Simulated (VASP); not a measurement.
# Sb (P-1) in VASP: single point with PBE

Aim: the single point of Sb with PBE.

Everything below comes from runs of VASP 6.6.1. Logs are shortened: lines on timing, memory, paths and dates and some standing lists are left out, and cuts for length are marked.

### Step 1. The cell of the first run

The typed cell holds 2 atoms: a = 3.075 Å, b = 4.461 Å, c = 4.376 Å, α = 93.92°, β = 88.72°, γ = 94.59°.

### Step 2. Single point, PBE (strained and its atoms moved)

Contents of INCAR:

```
ALGO = Normal
EDIFF = 1E-6
ENCUT = 520
GGA = PE
ISIF = 2
ISMEAR = 0
LASPH = True
LCHARG = False
LREAL = False
LWAVE = False
NBANDS = 12
NELM = 80
PREC = Accurate
SIGMA = 0.1
```

Contents of KPOINTS:

```
k-points
0
Gamma
  14 10 10
```

Contents of POSCAR:

```
Sb
1.0
    3.0719127597     -0.1248960800      0.0459305334
   -0.1739007200      4.4552929712     -0.1505545483
    0.0265243385     -0.1510180548      4.3728524896
Sb
2
Direct
    0.9801548822      0.7423792711      0.7684242462
    0.0198451178      0.2576207289      0.2315757538
```

Potentials or basis: VASP PAW PBE potentials, release 64 (Sb).

Launch:

```
> cat potpaw_PBE.64/Sb/POTCAR > POTCAR
> mpirun -np 1 vasp_std > vasp.out
```

OUTCAR:

```text
EDIFF = 1E-6
   ENCUT = 520
   GGA = PE
   ISIF = 2
   ISMEAR = 0
   LASPH = True
   LREAL = False
   NELM = 80
   PREC = Accurate

 ion  position               nearest neighbor table
   1  0.980  0.742  0.768-   2 2.96   2 3.07   2 3.09   2 3.39
   2  0.020  0.258  0.232-   1 2.96   1 3.07   1 3.09   1 3.39

  LATTYP: Found a triclinic cell.
 ALAT       =     4.4612266914
 B/A-ratio  =     1.4478219798
 C/A-ratio  =     2.7614962115
 COS(alpha) =     0.0014531030
 COS(beta)  =     0.6556659706
 COS(gamma) =     0.7370497330

  Lattice vectors:

 A1 = (   0.1739007200,  -4.4552929712,   0.1505545483)
 A2 = (   0.2004250585,  -4.6063110260,   4.5234070379)
 A3 = (  -2.7771599967,  -8.4836537528,  -8.4905264160)

Analysis of symmetry for initial positions (statically):
=====================================================================
 Subroutine PRICEL returns:
 Original cell was already a primitive cell.

 Routine SETGRP: Setting up the symmetry group for a
 triclinic supercell.

 Subroutine GETGRP returns: Found  2 space group operations
 (whereof  2 operations were pure point group operations)
 out of a pool of  2 trial point group operations.

The static configuration has the point symmetry S_2 .

Analysis of symmetry for dynamics (positions and initial velocities):
=====================================================================
 Subroutine PRICEL returns:
 Original cell was already a primitive cell.

 Routine SETGRP: Setting up the symmetry group for a
 triclinic supercell.

 Subroutine GETGRP returns: Found  2 space group operations
 (whereof  2 operations were pure point group operations)
 out of a pool of  2 trial point group operations.

The dynamic configuration has the point symmetry S_2 .

 Subroutine INISYM returns: Found  2 space group operations
 (whereof  2 operations are pure point group operations),
 and found     1 'primitive' translations

----------------------------------------------------------------------------------------

                                     Primitive cell

  volume of cell :      59.6795

  direct lattice vectors                    reciprocal lattice vectors
     3.071912760 -0.124896080  0.045930533     0.326068445  0.012675187 -0.001540086
    -0.173900720  4.455292971 -0.150554548     0.009035193  0.225065602  0.007717918
[... 92 lines left out ...]
   ISYM   =      2    0-nonsym 1-usesym 2-fastsym
   POTIM  = 0.5000    time-step for ionic-motion
   TEBEG  =    0.0;   TEEND  =   0.0 temperature during run
   PSTRESS=    0.0 pullay stress
   NELECT =      10.0000    total number of electrons
   NUPDOWN=      -1.0000    fix difference up-down
   EMIN   =  10.00;   EMAX   =-10.00  energy-range for DOS
   EFERMI =   0.00;   METHOD = LEGACY
   ISMEAR =     0;   SIGMA  =   0.10  broadening in eV -4-tet -1-fermi 0-gaus
   EFERMI_NEDOS =   21; number of points for ismear=-14 and -15
   IALGO  =     38    algorithm
   IMIX   =      4    mixing-type and parameters
     AMIX     =   0.40;   BMIX     =  1.00
     AMIX_MAG =   1.60;   BMIX_MAG =  1.00
  volume/ion in A,a.u.               =      29.84       201.37
  Fermi-wavevector in a.u.,A,eV,Ry     =   0.902540  1.705553 11.083011  0.814578
  Thomas-Fermi vector in A             =   2.025756
   LORBIT       =      0    0 simple, 1 ext, 2 COOP (PROOUT), +10 PAW based schemes
   GGA     = PE    functional components
   LHFCALC =     F    Hartree Fock is set to
   AEXX    =    0.0000 exact exchange contribution
   IVDW    =     0    specifies the selected vdW correction
   LEPSILON=     F    determine dielectric tensor
   LRPA    =     F    only Hartree local field effects (RPA)
 non-spin polarized calculation
 Gauss-broadening in eV      SIGMA  =   0.10
  energy-cutoff  :      520.00
  volume of cell :       59.68
 maximum number of plane-waves:      1634
   NGX = 11   NGY = 17   NGZ = 17

 number of electron      10.0000000 magnetization

 Free energy of the ion-electron system (eV)
  ---------------------------------------------------
  ext. energy  EPLUGINS =         0.00000000
  ---------------------------------------------------
  free energy    TOTEN  =        -8.10215881 eV

  energy without entropy =       -8.09599765  energy(sigma->0) =       -8.09907823

 E-fermi :   7.1186     XC(G=0):  -9.6154

 val. band max:        7.1171310609   @ k =   0.0000  -0.2000   0.3000
 cond. band min:       7.1209099649   @ k =   0.2143  -0.4000   0.1000
 fundamental gap:      0.0037789041
 Fermi energy:         7.1186089630

 k-point     1 :       0.0000    0.0000    0.0000
  band No.  band energies     occupation
      1      -5.3068      2.00000
      2      -0.3474      2.00000
      3       3.1487      2.00000
      4       4.0257      2.00000
      5       8.9685      0.00000
      6       9.5538      0.00000
      7      10.7228      0.00000
      8      11.4439      0.00000
      9      13.4202      0.00000
     10      13.9763      0.00000
     11      14.8269      0.00000
     12      15.8712      0.00000
[... 331 lines left out ...]
 k-point    24 :       0.0714    0.2000    0.0000
  band No.  band energies     occupation
      1      -4.9283      2.00000
      2      -1.2672      2.00000
      3       3.9935      2.00000
      4       4.4176      2.00000
      5       8.2275      0.00000
      6       9.5110      0.00000
      7       9.7759      0.00000
      8      10.6731      0.00000
      9      13.4894      0.00000
     10      15.3435      0.00000
     11      16.2494      0.00000
     12      17.6765      0.00000

 [... further k-points ...]

------------------------ aborting loop because EDIFF is reached ----------------------------------------

  FORCE on cell =-STRESS in cart. coord.  units (eV):
  Direction    XX          YY          ZZ          XY          YZ          ZX
  --------------------------------------------------------------------------------------
  -------------------------------------------------------------------------------------
  Total        0.9744752      0.1177894      0.3468166      0.3515051      1.3305738     -0.0452394
  in kB       26.1611119      3.1622175      9.3107638      9.4366311     35.7210607     -1.2145145
  external PRESSURE =      12.8780311 kB  Pullay stress =       0.0000000 kB

 VOLUME and BASIS-vectors are now :
 -----------------------------------------------------------------------------
  energy-cutoff  :      520.00
  volume of cell :       59.68
      direct lattice vectors                 reciprocal lattice vectors
     3.071912760 -0.124896080  0.045930533     0.326068445  0.012675187 -0.001540086
    -0.173900720  4.455292971 -0.150554548     0.009035193  0.225065602  0.007717918
     0.026524339 -0.151018055  4.372852490    -0.003113805  0.007615732  0.228965580

 POSITION                                       TOTAL-FORCE (eV/Angst)
 -----------------------------------------------------------------------------------
      2.90223      3.06905      3.29346         0.079220     -0.131879     -0.160140
      0.02230      1.11033      0.97477        -0.079220      0.131879      0.160140
 -----------------------------------------------------------------------------------
    total drift:                               -0.000000      0.000000      0.000000

  FREE ENERGIE OF THE ION-ELECTRON SYSTEM (eV)
  ---------------------------------------------------
  free  energy   TOTEN  =        -8.1021588127 eV

  energy  without entropy=       -8.0959976495  energy(sigma->0) =       -8.09907823
```

OSZICAR:

```text
N       E                     dE             d eps       ncg     rms          rms(c)
DAV:   1     0.312276575493E+02    0.31228E+02   -0.34729E+03 16896   0.652E+02
DAV:   2    -0.639669060305E+01   -0.37624E+02   -0.36298E+02 22292   0.102E+02
DAV:   3    -0.808142535455E+01   -0.16847E+01   -0.16634E+01 20956   0.240E+01
DAV:   4    -0.809554230703E+01   -0.14117E-01   -0.14108E-01 19432   0.265E+00
DAV:   5    -0.809571351865E+01   -0.17121E-03   -0.17121E-03 20432   0.316E-01    0.281E+00
DAV:   6    -0.809938607127E+01   -0.36726E-02   -0.15868E-03 19680   0.267E-01    0.167E+00
DAV:   7    -0.810201634936E+01   -0.26303E-02   -0.36672E-03 19036   0.400E-01    0.807E-02
DAV:   8    -0.810214974112E+01   -0.13339E-03   -0.19271E-04 20464   0.869E-02    0.151E-02
DAV:   9    -0.810215815001E+01   -0.84089E-05   -0.11846E-05 19760   0.216E-02    0.537E-03
DAV:  10    -0.810215881270E+01   -0.66269E-06   -0.21015E-06 20176   0.755E-03
   1 F= -.81021588E+01 E0= -.80990782E+01  d E =-.616116E-02
```

Run time: 5.3 min. Hardware: 1 thread of Intel Xeon 8259CL, shared host; peak memory 0.53 GiB.

Results:

```
Free energy            : -8.1022 eV
Pressure               : 1.3 GPa
Largest force          : 0.222 eV/Å
Band gap on the k mesh : zero (bands 5 and 6 overlap by 7.55 eV)
```

Forces on the atoms (eV/Å):
```
Sb   0.079 -0.132 -0.160
Sb  -0.079  0.132  0.160
```

Stress tensor (GPa, compression positive):
```
 2.62  0.94 -0.12
 0.94  0.32  3.57
-0.12  3.57  0.93
```

Caveat: the cell differs from its parent crystal (strained and its atoms moved); spin-orbit coupling is left out, which moves the levels of the heavy elements.
